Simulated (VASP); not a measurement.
## Ga: single point with r2SCAN

Crystal: Ga.

```
Ga
1.0
     2.83291    0.00000    0.00000
     0.00000    3.34597    0.00000
    -1.36978    0.00000    4.06853
Ga
2
Direct
  0.13460 0.75000 0.77017
  0.86540 0.25000 0.22983
```

| Quantity | Value |
| --- | --- |
| Program | VASP 6.6.1 |
| Task | single point |
| Functional | r2SCAN |
| Potentials or basis | VASP PAW PBE potentials, release 64 (Ga_d) |
| Cutoff | 520 eV |
| k mesh | 10 × 8 × 7 |
| Occupations | fermi-dirac, width 0.05 eV |
| Spin | no spin polarisation |
| Dipole correction | no |
| Further INCAR settings | ALGO = Normal; EDIFF = 1e-06; NBANDS = 20 |

```
Pressure               : -3.2 GPa
Largest force          : 0.028 eV/Å
Band gap on the k mesh : zero (bands 13 and 14 overlap by 8.26 eV)
```

Forces on the atoms (eV/Å):
```
Ga  -0.015  0.000 -0.024
Ga   0.015  0.000  0.024
```

Stress tensor (GPa, compression positive):
```
-2.58  0.00 -0.39
 0.00 -3.80  0.00
-0.39  0.00 -3.12
```

Levels at points of the mesh, in eV from the Fermi level:
| k point | band 11 | band 12 | band 13 | band 14 | band 15 | band 16 |
| --- | --- | --- | --- | --- | --- | --- |
| (0.00, 0.00, 0.00) | -11.48 | -2.08 | -1.52 | 1.87 | 5.95 | 9.32 |
| (0.50, 0.00, 0.00) | -6.40 | -5.25 | -1.42 | 0.30 | 6.21 | 6.61 |
| (0.00, 0.50, 0.00) | -7.90 | -7.90 | 1.76 | 1.76 | 2.83 | 2.83 |
| (0.50, 0.50, 0.00) | -2.99 | -2.99 | -1.72 | -1.72 | 2.22 | 2.22 |

Wall time 3.5 min on 1 thread of Intel(R) Xeon(R) Platinum 8488C (Sapphire Rapids) (shared host), peak memory 0.24 GiB.

Caveat: the cell stands under tension; the PAW data sets were made with another functional, which shifts forces and pressure a little.
